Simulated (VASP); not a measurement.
A run of VASP 6.6.1 is set up as follows.

File INCAR:

```
PREC     = Accurate       # precision mode
ENCUT    = 600            # plane-wave cutoff, eV
EDIFF    = 1E-7           # SCF threshold, eV
ISMEAR   = 0              # smearing method
SIGMA    = 0.01           # smearing width, eV
LREAL    = False          # projectors in reciprocal space
LASPH    = True           # aspherical terms in the spheres
NELM     = 120            # most SCF steps
ALGO     = Normal         # electronic algorithm
ISIF     = 3              # what is computed and relaxed
LWAVE    = False          # write WAVECAR
LCHARG   = False          # write CHGCAR
GGA      = CA             # functional
IBRION   = 2              # ionic algorithm
NSW      = 100            # ionic steps
EDIFFG   = -0.002         # ionic threshold
PSTRESS  = 100.0        
GGA_COMPAT= False        
NELMIN   = 4
```

KPOINTS

```
regular mesh
0
Gamma
  6 6 6
```

The input POSCAR:

```
CuI
1.0
    0.0000000000      2.9309836647      2.9309836647
    2.9309836647      0.0000000000      2.9309836647
    2.9309836647      2.9309836647      0.0000000000
Cu I
1 1
Direct
    0.7500000000      0.7500000000      0.7500000000
    0.0000000000      0.0000000000      0.0000000000
```

Potentials or basis: VASP PAW LDA potentials, release 64 (Cu, I).

Run with:

```bash
$ cat potpaw_LDA.64/Cu/POTCAR potpaw_LDA.64/I/POTCAR > POTCAR
$ mpirun -np 1 vasp_std > vasp.out
```

(1) What does it give for the band gap on the k mesh?

(2) Predict the relaxed volume.

(3) Predict the space group after relaxing (to 0.05 Å).

Answers

(1) 1.71 eV, direct.

(2) 22.21 Å³/atom.

(3) F-43m (No. 216).

Caveat: the cell is relaxed towards a set pressure, so the enthalpy falls and the energy may rise; spin-orbit coupling is left out, which moves the levels of the heavy elements.
